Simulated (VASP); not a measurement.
Here is a VASP 6.6.1 calculation.

The input INCAR:

```
SYSTEM = Ca
ALGO = Normal ; EDIFF = 1E-7
ENCUT = 520 ; GGA = PE
ISIF = 2 ; ISMEAR = 0
LASPH = .True. ; LCHARG = .False.
LREAL = .False. ; LWAVE = .False.
NBANDS = 11 ; NELM = 100
PREC = Accurate ; SIGMA = 0.15
```

The input KPOINTS:

```
k-points
0
Gamma
  14 14 14
  0 0 0
```

File POSCAR:

```
Ca
1.0
    0.0000000000      2.7942000000      2.7942000000
    3.0037650000      0.0000000000      2.7942000000
    3.0037650000      2.7942000000      0.0000000000
Ca
1
Direct
    0.0000000000      0.0000000000      0.0000000000
```

Potentials or basis: VASP PAW PBE potentials, release 64 (Ca_sv).

Launch:

```sh
$ cat potpaw_PBE.64/Ca_sv/POTCAR > POTCAR
$ mpirun -np 1 vasp_std > vasp.out
```

(1) Predict the pressure.

(2) What does it give for the band gap on the k mesh?

Results:

(1) -1.5 GPa.

(2) zero (band 5 reaches 1.81 eV, above the bottom of band 6 at 1.34 eV).

Caveat: the cell differs from its parent crystal (strain +0.0750 x Voigt [1, 0, 0, 0, 0, 0]).
